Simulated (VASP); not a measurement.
Write the native input for VASP 6.6.1 that does the following.

- Task: single point
- Functional: PBE
- Potentials or basis: VASP PAW PBE potentials, release 64 (Mg, O)
- Cutoff: 600 eV
- k mesh: 9 × 9 × 9
- Occupations: fermi-dirac, width 0.15 eV
- Spin: no spin polarisation
- Dipole correction: no
- Further INCAR settings: ALGO = Normal; EDIFF = 1e-06; NBANDS = 11

The structure of MgO lies in POSCAR:

```
MgO
1.0
    0.0000000000      2.1525000000      2.1525000000
    2.1525000000      0.0000000000      2.1525000000
    2.1525000000      2.1525000000      0.0000000000
Mg O
1 1
Direct
    0.0000000000      0.0000000000      0.0000000000
    0.5000000000      0.5000000000      0.5000000000
```

One way to write it, as run:

INCAR

```
SYSTEM = MgO
PREC     = Accurate       ! precision mode
ENCUT    = 600            ! plane-wave cutoff, eV
EDIFF    = 1E-6           ! SCF threshold, eV
ISMEAR   = -1             ! smearing method
SIGMA    = 0.15           ! smearing width, eV
LREAL    = .FALSE.        ! projectors in reciprocal space
LASPH    = .TRUE.         ! aspherical terms in the spheres
NELM     = 120            ! most SCF steps
ALGO     = Normal         ! electronic algorithm
ISIF     = 2              ! what is computed and relaxed
LWAVE    = .FALSE.        ! write WAVECAR
LCHARG   = .FALSE.        ! write CHGCAR
GGA      = PE             ! functional
NBANDS   = 11             ! bands
GGA_COMPAT= .FALSE.
```

KPOINTS

```
Automatic mesh
0
G
  9 9 9
  0 0 0
```

Potentials or basis: VASP PAW PBE potentials, release 64 (Mg, O).

Command:

```sh
$ cat potpaw_PBE.64/Mg/POTCAR potpaw_PBE.64/O/POTCAR > POTCAR
$ mpirun -np 1 vasp_std > vasp.out
```

It gave:

- Pressure: -6.0 GPa
- Band gap on the k mesh: 4.12 eV

Caveat: the cell stands under tension.

Wall time 5.3 s on 1 thread of Intel(R) Xeon(R) Platinum 8259CL CPU @ 2.50GHz (Skylake/Cascade Lake), with other jobs on the host, peak memory 0.14 GiB.
